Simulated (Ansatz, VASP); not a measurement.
## Na in VASP and in Ansatz

The input INCAR:

```
ALGO = Normal
EDIFF = 1E-7
ENCUT = 520
GGA = PE
ISIF = 2
ISMEAR = -1
LASPH = T
LCHARG = T
LELF = T
LREAL = F
LVHAR = T
LWAVE = F
NBANDS = 14
NELM = 80
PREC = Accurate
SIGMA = 0.05
```

Contents of KPOINTS:

```
k-points
0
Gamma
  13 13 7
```

POSCAR

```
Na
1.0
    3.7670009976     -0.0376700100     -0.0376700100
   -1.9161236844      3.2811535650     -0.0137881806
   -0.0615400000     -0.0615400000      6.1540000000
Na
2
Direct
    0.3333333333      0.6666666667      0.2500000000
    0.6666666667      0.3333333333      0.7500000000
```

Input for Ansatz:

```yaml
crystal:
  lattice:
    - [3.7670009976, -0.03767001, -0.03767001]
    - [-1.9161236844, 3.281153565, -0.0137881806]
    - [-0.06154, -0.06154, 6.154]
  atoms:
    - { symbol: Na, position: [0.3333333333, 0.6666666667, 0.25] }
    - { symbol: Na, position: [0.6666666667, 0.3333333333, 0.75] }
kpoints:
  mp_grid: { grid: [13, 13, 7] }
  band_path:
    path:
      - [0.0, 0.0, 0.0]
      - [0.0, 0.0, 0.5]
      - [-0.5, 0.5, 0.0]
      - [0.0, 0.0, 0.0]
      - [0.0, -0.5, 0.0]
      - [-0.5, 0.0, 0.5]
      - [0.0, 0.0, 0.0]
      - [-0.5, 0.0, 0.0]
      - [0.0, -0.5, 0.5]
    npoints: 5
scf:
  occupations: { method: fermi_dirac, width: 0.05 }
hamiltonian:
  xc: pbe
  pseudopotentials: { kind: all_electron, lapw: { basis_error: 0.00025 } }
output:
  forces: true
  stress: true
  eigenvalues: true
```

Change from the starting cell: equal xy, yz and zx shear strains of -2 %.

Alike in both runs: task single point; functional PBE; k mesh 13 × 13 × 7; occupations fermi-dirac, width 0.05 eV; no spin polarisation.

```csv
,VASP,Ansatz
version,VASP 6.6.1,Ansatz 0.2.0
potentials or method,"VASP PAW PBE potentials, release 64 (Na_pv), cutoff 520 eV","all-electron LAPW, scalar-relativistic"
```

Ansatz gave:

| Item | Value |
| --- | --- |
| pressure (GPa) | -0.1 |
| traceless stress, the component that is largest in VASP (GPa) | 0.07 |
| rms of the force components (eV/Å) | 0.004 |

**Question.** Estimate VASP's values.

**Answer.** Pressure (GPa): -0.1; traceless stress, the component that is largest in VASP (GPa): 0.07; rms of the force components (eV/Å): 0.005.

Atom by atom the forces differ by 0.000 eV/Å (rms over components). Ansatz ran all-electron here, and VASP with PAW potentials.
